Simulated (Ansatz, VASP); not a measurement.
**ZnS in VASP and in Ansatz**

INCAR

```
SYSTEM = ZnS
  ALGO = Normal
  EDIFF = 1E-7
  ENCUT = 520
  GGA = PE
  ISIF = 2
  ISMEAR = 0
  LASPH = .TRUE.
  LCHARG = .TRUE.
  LELF = .TRUE.
  LREAL = .FALSE.
  LVHAR = .TRUE.
  LWAVE = .FALSE.
  NBANDS = 46
  NELM = 80
  PREC = Accurate
  SIGMA = 0.05
```

File KPOINTS:

```
k-points
0
G
  12 12 4
  0 0 0
```

File POSCAR:

```
ZnS
1.0
    3.8227020304      0.0000000000      0.0000000000
   -1.9113510152      3.3105570694      0.0000000000
    0.0000000000      0.0000000000     12.5200000000
Zn S
4 4
Direct
    0.0000000000      0.0000000000      0.0000000000
    0.0000000000      0.0000000000      0.5000000000
    0.3333333333      0.6666666667      0.2589856230
    0.6666666667      0.3333333333      0.7500000000
    0.0000000000      0.0000000000      0.1875000000
    0.0000000000      0.0000000000      0.6875000000
    0.3333333333      0.6666666667      0.4375000000
    0.6666666667      0.3333333333      0.9375000000
```

Input for Ansatz:

```yaml
crystal:
  lattice:
    - [3.8227020304, 0.0, 0.0]
    - [-1.9113510152, 3.3105570694, 0.0]
    - [0.0, 0.0, 12.52]
  atoms:
    - { symbol: Zn, position: [0.0, 0.0, 0.0] }
    - { symbol: Zn, position: [0.0, 0.0, 0.5] }
    - { symbol: Zn, position: [0.3333333333, 0.6666666667, 0.258985623] }
    - { symbol: Zn, position: [0.6666666667, 0.3333333333, 0.75] }
    - { symbol: S, position: [0.0, 0.0, 0.1875] }
    - { symbol: S, position: [0.0, 0.0, 0.6875] }
    - { symbol: S, position: [0.3333333333, 0.6666666667, 0.4375] }
    - { symbol: S, position: [0.6666666667, 0.3333333333, 0.9375] }
basis:
  ecutwfc: 420
kpoints:
  mp_grid: { grid: [12, 12, 4] }
hamiltonian:
  xc: pbe
scf:
  occupations: { method: gaussian, width: 0.05 }
output:
  forces: true
  stress: true
  eigenvalues: true
  write_density: true
  write_potential: true
  elf: true
  volumetric_format: npy
```

Alike in both runs: task single point; functional PBE; k mesh 12 × 12 × 4; occupations gaussian, width 0.05 eV; no spin polarisation.

|  | VASP | Ansatz |
| --- | --- | --- |
| version | VASP 6.6.1 | Ansatz 0.2.0 |
| potentials or method | VASP PAW PBE potentials, release 64 (Zn, S), cutoff 520 eV | scalar-relativistic, plane waves, PAW |
| valence electrons in the cell | 72 | 72 |

|  | VASP | Ansatz | Ansatz less VASP |
| --- | --- | --- | --- |
| gap on the k mesh at the Fermi level (eV) | 2.04 | 2.04 | -0.003 |
| least direct gap on the mesh (eV) | 2.04 | 2.04 | -0.003 |
| pressure (GPa) | 1.6 | 1.4 | -0.16 |
| traceless stress, the component that is largest in VASP (GPa) | 0.81 | 0.80 | -0.013 |
| rms of the force components (eV/Å) | 0.280 | 0.277 | -0.0025 |

Atom by atom the forces differ by 0.003 eV/Å (rms over components).
